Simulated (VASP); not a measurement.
# C (P6_3/mmc) in VASP: notebook

C is run at these levels: RPBE+D3(BJ); tasks: single point.

Everything below comes from runs of VASP 6.6.1. Logs are shortened: lines on timing, memory, paths and dates and some standing lists are left out, and cuts for length are marked.

**1. The cell of the first run**

The structure is hexagonal, space group P6_3/mmc (No. 194). The conventional cell has a = 2.488 Å, b = 2.488 Å, c = 8.126 Å, α = 90.00°, β = 90.00°, γ = 120.00°. Within 2.0 Å of C (site symmetry 3m) lie 4 C at 1.52 Å. C (site symmetry 3m) has 4 C at 1.52 Å within 2.0 Å.

**2. Single point, RPBE+D3(BJ)**

INCAR

```
PREC = Accurate
ENCUT = 520
EDIFF = 1E-7
ISMEAR = -1
SIGMA = 0.05
LREAL = F
LASPH = T
NELM = 60
ALGO = Normal
ISIF = 2
LWAVE = F
LCHARG = T
GGA = RP
IVDW = 12
LELF = T
LVHAR = T
NBANDS = 26
```

KPOINTS

```
Automatic mesh
0
Gamma
  12 12 4
```

POSCAR

```
C
1.0
    2.4880133891      0.0000000000      0.0000000000
   -1.2440066945      2.1546827999      0.0000000000
    0.0000000000      0.0000000000      8.1257741910
C
8
Direct
    0.6666666667      0.3333333333      0.8437500000
    0.3333333333      0.6666666667      0.3437500000
    0.6666666667      0.3333333333      0.6562500000
    0.3333333333      0.6666666667      0.1562500000
    0.0000000000      0.0000000000      0.9062500000
    0.0000000000      0.0000000000      0.4062500000
    0.0000000000      0.0000000000      0.5937500000
    0.0000000000      0.0000000000      0.0937500000
```

Potentials or basis: VASP PAW PBE potentials, release 64 (C).

Started as:

```console
> cat potpaw_PBE.64/C/POTCAR > POTCAR
> mpirun -np 1 vasp_std > vasp.out
```

OUTCAR:

```text
PREC = Accurate
   ENCUT = 520
   EDIFF = 1E-7
   ISMEAR = -1
   LREAL = F
   LASPH = T
   NELM = 60
   ISIF = 2
   GGA = RP
   IVDW = 12
 IVDW          = 12

 ion  position               nearest neighbor table
   1  0.667  0.333  0.844-   3 1.52   5 1.52   5 1.52   5 1.52
   2  0.333  0.667  0.344-   4 1.52   6 1.52   6 1.52   6 1.52
   3  0.667  0.333  0.656-   1 1.52   7 1.52   7 1.52   7 1.52
   4  0.333  0.667  0.156-   2 1.52   8 1.52   8 1.52   8 1.52
   5  0.000  0.000  0.906-   8 1.52   1 1.52   1 1.52   1 1.52
   6  0.000  0.000  0.406-   7 1.52   2 1.52   2 1.52   2 1.52
   7  0.000  0.000  0.594-   6 1.52   3 1.52   3 1.52   3 1.52
   8  0.000  0.000  0.094-   5 1.52   4 1.52   4 1.52   4 1.52

  LATTYP: Found a hexagonal cell.
 ALAT       =     2.4880133891
 C/A-ratio  =     3.2659688355

  Lattice vectors:

 A1 = (   2.4880133891,   0.0000000000,   0.0000000000)
 A2 = (  -1.2440066945,   2.1546827999,   0.0000000000)
 A3 = (   0.0000000000,   0.0000000000,   8.1257741910)

Analysis of symmetry for initial positions (statically):
=====================================================================
 Subroutine PRICEL returns:
 Original cell was already a primitive cell.

 Routine SETGRP: Setting up the symmetry group for a
 hexagonal supercell.

 Subroutine GETGRP returns: Found 24 space group operations
 (whereof 12 operations were pure point group operations)
 out of a pool of 24 trial point group operations.

The static configuration has the point symmetry D_3d.
 The point group associated with its full space group is D_6h.

Analysis of symmetry for dynamics (positions and initial velocities):
=====================================================================
 Subroutine PRICEL returns:
 Original cell was already a primitive cell.

 Routine SETGRP: Setting up the symmetry group for a
 hexagonal supercell.

 Subroutine GETGRP returns: Found 24 space group operations
 (whereof 12 operations were pure point group operations)
 out of a pool of 24 trial point group operations.

The dynamic configuration has the point symmetry D_3d.
 The point group associated with its full space group is D_6h.

 Subroutine INISYM returns: Found 24 space group operations
 (whereof 12 operations are pure point group operations),
 and found     1 'primitive' translations

----------------------------------------------------------------------------------------

                                     Primitive cell

  volume of cell :      43.5613

  direct lattice vectors                    reciprocal lattice vectors
     2.488013389  0.000000000  0.000000000     0.401927097  0.232052718  0.000000000
    -1.244006694  2.154682800  0.000000000     0.000000000  0.464105436  0.000000000
     0.000000000  0.000000000  8.125774191     0.000000000  0.000000000  0.123065197

  length of vectors
     2.488013389  2.488013389  8.125774191     0.464105436  0.464105436  0.123065197

  position of ions in fractional coordinates (direct lattice)
     0.666666667  0.333333333  0.843750000
     0.333333333  0.666666667  0.343750000
     0.666666667  0.333333333  0.656250000
     0.333333333  0.666666667  0.156250000
     0.000000000  0.000000000  0.906250000
     0.000000000  0.000000000  0.406250000
     0.000000000  0.000000000  0.593750000
     0.000000000  0.000000000  0.093750000

  ion indices of the primitive-cell ions
   primitive index   ion index
                 1           1
                 2           2
                 3           3
                 4           4
                 5           5
                 6           6
                 7           7
                 8           8

----------------------------------------------------------------------------------------

 KPOINTS: Automatic mesh

Automatic generation of k-mesh.
 Grid dimensions read from file:
 generate k-points for:   12   12    4

 Generating k-lattice:

  Cartesian coordinates                     Fractional coordinates (reciprocal lattice)
     0.033493925  0.019337726  0.000000000     0.083333333 -0.000000000  0.000000000
     0.000000000  0.038675453  0.000000000     0.000000000  0.083333333  0.000000000
     0.000000000  0.000000000  0.030766299     0.000000000  0.000000000  0.250000000

  Length of vectors
     0.038675453  0.038675453  0.030766299

  Shift w.r.t. Gamma in fractional coordinates (k-lattice)
     0.000000000  0.000000000  0.000000000

 Subroutine IBZKPT returns following result:
 ===========================================

 Found     57 irreducible k-points:

 Following reciprocal coordinates:
            Coordinates               Weight
  0.000000  0.000000  0.000000      1.000000
  0.083333  0.000000  0.000000      6.000000
  0.166667  0.000000  0.000000      6.000000
  0.250000  0.000000  0.000000      6.000000
  0.333333  0.000000  0.000000      6.000000
  0.416667  0.000000  0.000000      6.000000
[... 16 lines left out ...]
  0.250000  0.000000  0.250000     12.000000
  0.333333  0.000000  0.250000     12.000000
 [... further k-points ...]
   k-points           NKPTS =     57   k-points in BZ     NKDIM =     57   number of bands    NBANDS=     26
   number of dos      NEDOS =    301   number of ions     NIONS =      8
   total plane-waves  NPLWV =  24000
   dimension x,y,z NGX =    20 NGY =   20 NGZ =   60
   dimension x,y,z NGXF=    40 NGYF=   40 NGZF=  120
   ions per type =               8
   NGX,Y,Z   is equivalent  to a cutoff of  13.36, 13.36, 12.28 a.u.
   NGXF,Y,Z  is equivalent  to a cutoff of  26.73, 26.73, 24.55 a.u.
 SYSTEM =  unknown system
   PREC   = accura    normal or accurate (medium, high low for compatibility)
   ISTART =      0    job   : 0-new  1-cont  2-samecut
   ICHARG =      2    charge: 1-file 2-atom 10-const
   ISPIN  =      1    spin polarized calculation?
   LNONCOLLINEAR =      F non collinear calculations
   LSORBIT =      F    spin-orbit coupling
   LASPH  =      T    aspherical Exc in radial PAW
   ENCUT  =  520.0 eV  38.22 Ry    6.18 a.u.   4.63  4.63 15.11*2*pi/ulx,y,z
   NELM   =     60;   NELMIN=  2; NELMDL= -5     # of ELM steps
   EDIFF  = 0.1E-06   stopping-criterion for ELM
   LREAL  =      F    real-space projection
   EDIFFG = 0.1E-05   stopping-criterion for IOM
   NSW    =      0    number of steps for IOM
   IBRION =     -1    ionic relax: 0-MD 1-quasi-New 2-CG
   NFREE  =      0    steps in history (QN), initial steepest desc. (CG)
   ISIF   =      2    stress and relaxation
   ISYM   =      2    0-nonsym 1-usesym 2-fastsym
   POTIM  = 0.5000    time-step for ionic-motion
   TEBEG  =    0.0;   TEEND  =   0.0 temperature during run
   PSTRESS=    0.0 pullay stress
   NELECT =      32.0000    total number of electrons
   NUPDOWN=      -1.0000    fix difference up-down
   EMIN   =  10.00;   EMAX   =-10.00  energy-range for DOS
   EFERMI =   0.00;   METHOD = LEGACY
   ISMEAR =    -1;   SIGMA  =   0.05  broadening in eV -4-tet -1-fermi 0-gaus
   EFERMI_NEDOS =   21; number of points for ismear=-14 and -15
   IALGO  =     38    algorithm
   IMIX   =      4    mixing-type and parameters
     AMIX     =   0.40;   BMIX     =  1.00
     AMIX_MAG =   1.60;   BMIX_MAG =  1.00
  volume/ion in A,a.u.               =       5.45        36.75
  Fermi-wavevector in a.u.,A,eV,Ry     =   1.477150  2.791408 29.687527  2.181972
  Thomas-Fermi vector in A             =   2.591589
   LORBIT       =      0    0 simple, 1 ext, 2 COOP (PROOUT), +10 PAW based schemes
   GGA     = RP    functional components
   LHFCALC =     F    Hartree Fock is set to
   AEXX    =    0.0000 exact exchange contribution
   IVDW    =    12    specifies the selected vdW correction
   LEPSILON=     F    determine dielectric tensor
   LRPA    =     F    only Hartree local field effects (RPA)
 non-spin polarized calculation
  energy-cutoff  :      520.00
  volume of cell :       43.56
 maximum number of plane-waves:      1194
 NGX is ok and might be reduce to    20
   NGX =  9   NGY =  9   NGZ = 31

 number of electron      32.0000000 magnetization

 Free energy of the ion-electron system (eV)
  ---------------------------------------------------
  ext. energy  EPLUGINS =         0.00000000
  ---------------------------------------------------
  free energy    TOTEN  =       -68.60749773 eV

  energy without entropy =      -68.60749773  energy(sigma->0) =      -68.60749773

 E-fermi :  11.5189     XC(G=0): -13.3739

 val. band max:       10.5982720789   @ k =   0.0000   0.0000   0.0000
 cond. band min:      15.0991723560   @ k =   0.4167   0.0000   0.0000
 fundamental gap:      4.5009002771
 Fermi energy:        11.5188625642

 k-point     1 :       0.0000    0.0000    0.0000
  band No.  band energies     occupation
      1     -11.6761      2.00000
      2      -9.9319      2.00000
      3      -9.8794      2.00000
      4      -5.6413      2.00000
      5      -3.4313      2.00000
      6       3.6186      2.00000
[... 18 lines left out ...]
     25      19.1815      0.00000
     26      19.2805      0.00000

 k-point     2 :       0.0833    0.0000    0.0000
  band No.  band energies     occupation
      1     -11.5006      2.00000
      2      -9.7596      2.00000
      3      -9.7063      2.00000
      4      -5.4851      2.00000
      5      -3.2681      2.00000
      6       3.7020      2.00000
[... 18 lines left out ...]
     25      19.5914      0.00000
     26      19.8925      0.00000

 k-point     3 :       0.1667    0.0000    0.0000
  band No.  band energies     occupation
      1     -10.9756      2.00000
      2      -9.2452      2.00000
      3      -9.1889      2.00000
      4      -5.0186      2.00000
      5      -2.7912      2.00000
      6       3.8549      2.00000
[... 18 lines left out ...]
     25      20.3014      0.00000
     26      21.3000      0.00000

 k-point     4 :       0.2500    0.0000    0.0000
  band No.  band energies     occupation
      1     -10.1079      2.00000
      2      -8.3976      2.00000
      3      -8.3346      2.00000
      4      -4.2497      2.00000
      5      -2.0618      2.00000
      6       2.0006      2.00000
[... 18 lines left out ...]
     25      21.5838      0.00000
     26      21.6938      0.00000

 k-point     5 :       0.3333    0.0000    0.0000
  band No.  band energies     occupation
      1      -8.9127      2.00000
      2      -7.2413      2.00000
      3      -7.1608      2.00000
      4      -3.2057      2.00000
      5      -1.5374      2.00000
      6      -0.1454      2.00000
[... 18 lines left out ...]
     25      22.3866      0.00000
     26      22.7115      0.00000

 k-point     6 :       0.4167    0.0000    0.0000
  band No.  band energies     occupation
      1      -7.4350      2.00000
      2      -5.8885      2.00000
      3      -5.7230      2.00000
      4      -2.9958      2.00000
      5      -2.1975      2.00000
      6      -1.6711      2.00000
[... 427 lines left out ...]
 k-point    21 :       0.0833    0.0000    0.2500
  band No.  band energies     occupation
      1     -11.3891      2.00000
      2     -10.5023      2.00000
      3      -8.7569      2.00000
      4      -6.3242      2.00000
      5      -2.2467      2.00000
      6       1.6011      2.00000
[... 18 lines left out ...]
     25      19.5404      0.00000
     26      19.8942      0.00000

 k-point    22 :       0.1667    0.0000    0.2500
  band No.  band energies     occupation
      1     -10.8647      2.00000
      2      -9.9821      2.00000
      3      -8.2476      2.00000
      4      -5.8403      2.00000
      5      -1.7975      2.00000
      6       1.9213      2.00000
[... 18 lines left out ...]
     25      20.8993      0.00000
     26      21.3725      0.00000

 k-point    23 :       0.2500    0.0000    0.2500
  band No.  band energies     occupation
      1      -9.9979      2.00000
      2      -9.1233      2.00000
      3      -7.4086      2.00000
      4      -5.0457      2.00000
      5      -1.1245      2.00000
      6       1.9336      2.00000
[... 18 lines left out ...]
     25      21.1787      0.00000
     26      22.5952      0.00000

 k-point    24 :       0.3333    0.0000    0.2500
  band No.  band energies     occupation
      1      -8.8043      2.00000
      2      -7.9441      2.00000
      3      -6.2651      2.00000
      4      -3.9795      2.00000
      5      -0.9704      2.00000
      6       0.0250      2.00000
[... 18 lines left out ...]
     25      21.3678      0.00000
     26      23.4732      0.00000

 [... further k-points ...]

------------------------ aborting loop because EDIFF is reached ----------------------------------------

 Edisp (eV)   -4.88104

 E8    (eV) :    -2.1451

  FORCE on cell =-STRESS in cart. coord.  units (eV):
  Direction    XX          YY          ZZ          XY          YZ          ZX
  --------------------------------------------------------------------------------------
  -------------------------------------------------------------------------------------
  Total       1.14935     1.14935     4.89952     0.00000    -0.00000    -0.00000
  in kB      42.27282    42.27282   180.20343     0.00000    -0.00000    -0.00000
  external pressure =       88.25 kB  Pullay stress =        0.00 kB

 VOLUME and BASIS-vectors are now :
 -----------------------------------------------------------------------------
  energy-cutoff  :      520.00
  volume of cell :       43.56
      direct lattice vectors                 reciprocal lattice vectors
     2.488013389  0.000000000  0.000000000     0.401927097  0.232052718  0.000000000
    -1.244006694  2.154682800  0.000000000     0.000000000  0.464105436  0.000000000
     0.000000000  0.000000000  8.125774191     0.000000000  0.000000000  0.123065197

 POSITION                                       TOTAL-FORCE (eV/Angst)
 -----------------------------------------------------------------------------------
      1.24401      0.71823      6.85612        -0.000000      0.000000      0.340892
     -0.00000      1.43646      2.79323        -0.000000     -0.000000      0.340892
      1.24401      0.71823      5.33254        -0.000000      0.000000     -0.340892
     -0.00000      1.43646      1.26965         0.000000      0.000000     -0.340892
      0.00000      0.00000      7.36398        -0.000000      0.000000      0.364307
      0.00000      0.00000      3.30110         0.000000     -0.000000      0.364307
      0.00000      0.00000      4.82468        -0.000000      0.000000     -0.364307
      0.00000      0.00000      0.76179         0.000000     -0.000000     -0.364307
 -----------------------------------------------------------------------------------
    total drift:                               -0.000000      0.000000      0.000000

  FREE ENERGIE OF THE ION-ELECTRON SYSTEM (eV)
  ---------------------------------------------------
  free  energy   TOTEN  =       -73.4885393886 eV

  energy  without entropy=      -73.4885393886  energy(sigma->0) =      -73.48853939
```

Wall time 95 s (1 thread of AMD EPYC 7R13, shared host); peak memory 0.18 GiB.

Results:

* Free energy: -73.4885 eV
* Pressure: 8.8 GPa
* Largest force: 0.364 eV/Å
* Band gap on the k mesh: 4.50 eV (least direct gap 5.27 eV)
* Dispersion energy per atom: -0.610 eV

Forces in eV/Å, atoms in the order of the input:
```
C    0.000  0.000  0.341
C    0.000  0.000  0.341
C    0.000  0.000 -0.341
C    0.000  0.000 -0.341
C    0.000  0.000  0.364
C    0.000  0.000  0.364
C    0.000  0.000 -0.364
C    0.000  0.000 -0.364
```

Caveat: the cell stands under pressure; the PAW data sets were made with another functional, which shifts forces and pressure a little.

**3. Single point, RPBE+D3(BJ)**

This run uses another cell than the first one, of 5.56 Å³/atom.

INCAR

```
SYSTEM = C
  ALGO = Normal
  EDIFF = 1E-6
  ENCUT = 520
  GGA = RP
  ISIF = 2
  ISMEAR = -1
  IVDW = 12
  LASPH = .True.
  LCHARG = .False.
  LREAL = .False.
  LWAVE = .False.
  NBANDS = 26
  NELM = 80
  PREC = Accurate
  SIGMA = 0.05
```

KPOINTS

```
k-points
0
Gamma
  12 12 4
  0 0 0
```

Edit POSCAR of step 2 so:

```diff
@@ -2,5 +2,5 @@
 1.0
-    2.4880133891      0.0000000000      0.0000000000
-   -1.2440066945      2.1546827999      0.0000000000
-    0.0000000000      0.0000000000      8.1257741910
+    2.5051726443      0.0000000000      0.0000000000
+   -1.2525863222      2.1695431509      0.0000000000
+    0.0000000000      0.0000000000      8.1818157839
 C
```

Potentials or basis: VASP PAW PBE potentials, release 64 (C).

Started as:

```console
> cat potpaw_PBE.64/C/POTCAR > POTCAR
> mpirun -np 1 vasp_std > vasp.out
```

It took 82 s on 1 thread of AMD EPYC 7R13, shared host; peak memory 0.18 GiB.

The run converged. Its results:

```yaml
Free_energy: -73.5123 eV
Pressure: -0.8 GPa
Largest_force: 0.350 eV/Å
Band_gap_on_the_k_mesh: 4.46 eV (least direct gap 5.23 eV)
Dispersion_energy_per_atom: -0.596 eV
```

Forces in eV/Å, atoms in the order of the input:
```
C    0.000  0.000  0.329
C    0.000  0.000  0.329
C    0.000  0.000 -0.329
C    0.000  0.000 -0.329
C    0.000  0.000  0.350
C    0.000  0.000  0.350
C    0.000  0.000 -0.350
C    0.000  0.000 -0.350
```

Stress tensor (GPa, compression positive):
```
-5.19  0.00  0.00
 0.00 -5.19  0.00
 0.00  0.00  7.86
```

Levels at points of the mesh, in eV from the valence-band top:
```tsv
k point	band 13	band 14	band 15	band 16	band 17	band 18	band 19	band 20
(0.00, 0.00, 0.00)	-1.78	-0.23	0.00	0.00	5.23	5.23	5.77	7.07
(0.50, 0.00, 0.00)	-5.12	-4.64	-3.79	-3.00	4.50	5.68	5.91	6.07
(0.00, 0.00, 0.50)	-0.70	-0.70	-0.70	-0.70	6.04	6.04	6.04	6.04
(0.50, 0.00, 0.50)	-4.83	-4.83	-3.74	-3.74	4.86	4.86	7.19	7.19
```

Caveat: the PAW data sets were made with another functional, which shifts forces and pressure a little. A k mesh can miss the band edges.

**4. Single point, RPBE+D3(BJ)**

This run uses another cell than the first one, of 5.67 Å³/atom.

INCAR

```
SYSTEM = C
PREC = Accurate ; ENCUT = 520
EDIFF = 1E-7 ; ISMEAR = -1
SIGMA = 0.05 ; LREAL = .False.
LASPH = .True. ; NELM = 100
ALGO = Normal ; ISIF = 2
LWAVE = .False. ; LCHARG = .True.
GGA = RP ; IVDW = 12
LELF = .True. ; LVHAR = .True.
NBANDS = 26
```

KPOINTS

```
regular mesh
0
Gamma
  12 12 4
  0 0 0
```

Edit POSCAR of step 3 so:

```diff
@@ -2,5 +2,5 @@
 1.0
-    2.5051726443      0.0000000000      0.0000000000
-   -1.2525863222      2.1695431509      0.0000000000
-    0.0000000000      0.0000000000      8.1818157839
+    2.5221000000      0.0000000000      0.0000000000
+   -1.2610500000      2.1842026709      0.0000000000
+    0.0000000000      0.0000000000      8.2371000000
 C
```

Started as:

```console
> cat potpaw_PBE.64/C/POTCAR > POTCAR
> mpirun -np 1 vasp_std > vasp.out
```

Run time: 87 s. Hardware: 1 thread of AMD EPYC 7R13, shared host; peak memory 0.18 GiB.

The run converged. Its results:

```yaml
Free_energy: -73.4839 eV
Pressure: -9.6 GPa
Largest_force: 0.336 eV/Å
Band_gap_on_the_k_mesh: 4.41 eV (least direct gap 5.18 eV)
Dispersion_energy_per_atom: -0.583 eV
```

Forces in eV/Å, atoms in the order of the input:
```
C    0.000  0.000  0.318
C    0.000  0.000  0.318
C    0.000  0.000 -0.318
C    0.000  0.000 -0.318
C    0.000  0.000  0.336
C    0.000  0.000  0.336
C    0.000  0.000 -0.336
C    0.000  0.000 -0.336
```

Stress tensor (GPa, compression positive):
```
-13.74   0.00   0.00
  0.00 -13.74   0.00
  0.00   0.00  -1.38
```

Levels at points of the mesh, in eV from the valence-band top:
```csv
k point,band 14,band 15,band 16,band 17,band 18,band 19
"(0.00, 0.00, 0.00)",-0.22,0.00,0.00,5.18,5.18,5.71
"(0.50, 0.00, 0.00)",-4.56,-3.71,-2.94,4.46,5.60,5.86
"(0.00, 0.00, 0.50)",-0.68,-0.68,-0.68,5.98,5.98,5.98
"(0.50, 0.00, 0.50)",-4.74,-3.67,-3.67,4.82,4.82,7.12
```

Caveat: the cell stands under tension; the PAW data sets were made with another functional, which shifts forces and pressure a little. A k mesh can miss the band edges.

[end of part 1 of 2]
